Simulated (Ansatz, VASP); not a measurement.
## Pb: VASP beside Ansatz

File INCAR:

```
PREC = Accurate
ENCUT = 600
EDIFF = 1E-6
ISMEAR = 0
SIGMA = 0.1
LREAL = F
LASPH = T
NELM = 100
ALGO = Fast
ISIF = 3
LWAVE = F
LCHARG = F
GGA = PE
IBRION = 2
NSW = 80
EDIFFG = -0.01
```

The input KPOINTS:

```
regular mesh
0
Gamma
  12 12 4
```

Contents of POSCAR:

```
Pb
1.0
    3.4288642777      0.0000000000      0.0000000000
   -1.7144321388      2.9694835706      0.0000000000
    0.0000000000      0.0000000000     11.2548642971
Pb
4
Direct
    0.0000000000      0.0000000000      0.0000000000
    0.3333333333      0.6666666667      0.2500000000
    0.0000000000      0.0000000000      0.5000000000
    0.6666666667      0.3333333333      0.7500000000
```

Input for Ansatz:

```yaml
crystal:
  lattice:
    - [3.4288642777, 0.0, 0.0]
    - [-1.7144321388, 2.9694835706, 0.0]
    - [0.0, 0.0, 11.2548642971]
  atoms:
    - { symbol: Pb, position: [0.0, 0.0, 0.0] }
    - { symbol: Pb, position: [0.3333333333, 0.6666666667, 0.25] }
    - { symbol: Pb, position: [0.0, 0.0, 0.5] }
    - { symbol: Pb, position: [0.6666666667, 0.3333333333, 0.75] }
basis:
  ecutwfc: 420
kpoints:
  mp_grid: { grid: [12, 12, 4] }
hamiltonian:
  xc: pbe
scf:
  occupations: { method: gaussian, width: 0.1 }
output:
  forces: true
  stress: true
  eigenvalues: true
relax:
  adjacent_minimum: "off"
  f_tol: 0.01
  max_steps: 60
  cell: { stress_tol: 0.1 }
```

Alike in both runs: task relaxation of cell and atoms; functional PBE; k mesh 12 × 12 × 4; occupations gaussian, width 0.1 eV; no spin polarisation.

```csv
,VASP,Ansatz
version,VASP 6.6.1,Ansatz 0.2.0
potentials or method,"VASP PAW PBE potentials, release 64 (Pb_d), cutoff 600 eV","scalar-relativistic, plane waves, PAW"
valence electrons in the cell,56,56
```

Ansatz gave:

```
gap on the k mesh at the Fermi level, each at its own relaxed structure (eV) : none
relaxed volume (Å³/atom)                                                     : 31.93
relaxed cell length with the largest relative difference (Å)                 : 3.562
```

Q: What did VASP give for the same quantities?

A: gap on the k mesh at the Fermi level, each at its own relaxed structure (eV): none; relaxed volume (Å³/atom): 31.91; relaxed cell length with the largest relative difference (Å): 3.561.

A gap of «none» marks a metal or a gap that the smearing closes.

Neither program's run includes spin-orbit coupling.
